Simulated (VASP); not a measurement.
A run of VASP 6.6.1:

File INCAR:

```
SYSTEM = Zr
PREC     = Accurate       ! precision mode
ENCUT    = 600            ! plane-wave cutoff, eV
EDIFF    = 1E-6           ! SCF threshold, eV
ISMEAR   = 0              ! smearing method
SIGMA    = 0.1            ! smearing width, eV
LREAL    = .False.        ! projectors in reciprocal space
LASPH    = .True.         ! aspherical terms in the spheres
NELM     = 100            ! most SCF steps
ALGO     = Fast           ! electronic algorithm
ISIF     = 4              ! what is computed and relaxed
LWAVE    = .False.        ! write WAVECAR
LCHARG   = .False.        ! write CHGCAR
GGA      = PE             ! functional
IBRION   = 2              ! ionic algorithm
NSW      = 50             ! ionic steps
EDIFFG   = -0.01          ! ionic threshold
```

The input KPOINTS:

```
Automatic mesh
0
Gamma
  15 15 8
  0 0 0
```

The input POSCAR:

```
Zr
1.0
    3.2983566603      0.0000000000      0.0000000000
   -1.6491783302      2.8564606586      0.0000000000
    0.0000000000      0.0000000000      5.2635917084
Zr
2
Direct
    0.3333333333      0.6666666667      0.2500000000
    0.6666666667      0.3333333333      0.7500000000
```

Potentials or basis: VASP PAW PBE potentials, release 64 (Zr_sv).

Launch:

```console
$ cat potpaw_PBE.64/Zr_sv/POTCAR > POTCAR
$ mpirun -np 1 vasp_std > vasp.out
```

Hardware: 1 thread of Intel(R) Xeon(R) Platinum 8259CL CPU @ 2.50GHz (Skylake/Cascade Lake) (shared host).

Problem. Estimate the wall time of this run.

Solution. Run time: 2.9 min on 1 thread of Intel(R) Xeon(R) Platinum 8259CL CPU @ 2.50GHz (Skylake/Cascade Lake), on a shared host, peak memory 0.26 GiB. Counts: scf iterations 25, k points 135, ion steps 2.
